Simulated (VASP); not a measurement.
Set up this calculation in VASP 6.6.1, as the native input.

* Task: relaxation of cell and atoms
* Functional: PBEsol
* Potentials or basis: VASP PAW PBE potentials, release 64 (Tl_d, Cl)
* Cutoff: 500 eV
* k mesh: 6 × 6 × 6
* Occupations: gaussian, width 0.01 eV
* Spin: no spin polarisation
* Target pressure: 15 GPa
* Dipole correction: no
* Further INCAR settings: ALGO = Normal; EDIFF = 1e-07; IBRION = 2; EDIFFG = -0.002; NSW = 100; ISIF = 3

The structure of TlCl lies in POSCAR:

```
TlCl
1.0
    3.7692256933      0.0000000000      0.0000000000
    0.0000000000      3.7692256933      0.0000000000
    0.0000000000      0.0000000000      3.7692256933
Tl Cl
1 1
Direct
    0.0000000000      0.0000000000      0.0000000000
    0.5000000000      0.5000000000      0.5000000000
```

These files were run (other wordings do the same):

INCAR

```
SYSTEM = TlCl
  PREC = Accurate
  ENCUT = 500
  EDIFF = 1E-7
  ISMEAR = 0
  SIGMA = 0.01
  LREAL = .FALSE.
  LASPH = .TRUE.
  NELM = 120
  ALGO = Normal
  ISIF = 3
  LWAVE = .FALSE.
  LCHARG = .FALSE.
  GGA = PS
  IBRION = 2
  NSW = 100
  EDIFFG = -0.002
  PSTRESS = 150.0
  GGA_COMPAT = .FALSE.
  NELMIN = 4
```

KPOINTS

```
Automatic mesh
0
G
  6 6 6
  0 0 0
```

Potentials or basis: VASP PAW PBE potentials, release 64 (Tl_d, Cl).

The run is started by

```sh
$ cat potpaw_PBE.64/Tl_d/POTCAR potpaw_PBE.64/Cl/POTCAR > POTCAR
$ mpirun -np 1 vasp_std > vasp.out
```

It gave:

```json
{
 "Relaxed volume": "20.71 Å³/atom",
 "Relaxed cell": "a = 3.460 Å, b = 3.460 Å, c = 3.460 Å, α = 90.00°, β = 90.00°, γ = 90.00°",
 "Space group after relaxing (to 0.1 Å)": "Pm-3m (No. 221)",
 "Energy change on relaxing (the run minimises the enthalpy)": "+217.3 meV/atom",
 "Ionic steps": "6",
 "Pressure after relaxing": "15.0 GPa",
 "Band gap on the k mesh": "0.72 eV (least direct gap 0.96 eV)"
}
```

Caveat: the cell is relaxed towards a set pressure, so the run minimises the enthalpy, not the energy; the volume moved by over 15 % at a fixed basis, so the end points are rough; the PAW data sets were made with another functional, which shifts forces and pressure a little; spin-orbit coupling is left out, which moves the levels of the heavy elements.

It took 93 s on 1 thread of Intel(R) Xeon(R) Platinum 8259CL CPU @ 2.50GHz (Skylake/Cascade Lake), on a shared host, peak memory 0.16 GiB.
